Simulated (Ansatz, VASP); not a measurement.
**SiO2 in VASP and in Ansatz**

```
Si O
1.0
     4.27323   -7.63466    0.00000
     4.27323    7.63466    0.00000
     0.00000    0.00000    9.62008
Si O
12 24
Direct
  0.59088 0.78413 0.34873
  0.78413 0.59088 0.65127
  0.71587 0.90912 0.65127
  0.90912 0.71587 0.34873
  0.40912 0.21587 0.65127
  0.21587 0.40912 0.34873
  0.28413 0.09088 0.34873
  0.09088 0.28413 0.65127
  0.56272 0.06272 0.15656
  0.06272 0.56272 0.84344
  0.43728 0.93728 0.84344
  0.93728 0.43728 0.15656
  0.62370 0.87630 0.50000
  0.87630 0.62370 0.50000
  0.37630 0.12370 0.50000
  0.12370 0.37630 0.50000
  0.58612 0.91335 0.23355
  0.91335 0.58612 0.76645
  0.58665 0.91388 0.76645
  0.91388 0.58665 0.23355
  0.41388 0.08665 0.76645
  0.08665 0.41388 0.23355
  0.41335 0.08612 0.23355
  0.08612 0.41335 0.76645
  0.75000 0.75000 0.31140
  0.75000 0.75000 0.68860
  0.25000 0.25000 0.68860
  0.25000 0.25000 0.31140
  0.40370 0.59630 0.34968
  0.59630 0.40370 0.65032
  0.90370 0.09630 0.65032
  0.09630 0.90370 0.34968
  0.75000 0.25000 0.15711
  0.25000 0.75000 0.84289
  0.50000 0.00000 0.00000
  0.00000 0.50000 0.00000
```

Alike in both runs: task electric field gradients; functional PBE; k mesh 3 × 3 × 2; occupations fermi-dirac, width 0.02 eV; no spin polarisation.

|  | VASP | Ansatz |
| --- | --- | --- |
| version | VASP 6.6.1 | Ansatz 0.2.0 |
| potentials or method | VASP PAW PBE potentials, release 64 (Si, O) | plane-wave PAW, scalar-relativistic |
| plane-wave cutoff (eV) | 520 | 420 |
| valence electrons in the cell | 192 | 192 |

VASP gave:

```
gap on the k mesh at the Fermi level (eV)                     : 5.56
pressure (GPa)                                                : 3.8
traceless stress, the component that is largest in VASP (GPa) : 0.06
rms of the force components (eV/Å)                            : 0.087
size of Vzz on the site where it differs most (V/Å²)          : 98.1
```

Task: Estimate Ansatz's values.

Result: gap on the k mesh at the Fermi level (eV): 5.57; pressure (GPa): 3.7; traceless stress, the component that is largest in VASP (GPa): 0.05; rms of the force components (eV/Å): 0.093; size of Vzz on the site where it differs most (V/Å²): 103.4.

Atom by atom the forces differ by 0.013 eV/Å (rms over components). Ansatz's warnings: xc potential rough in thin density.
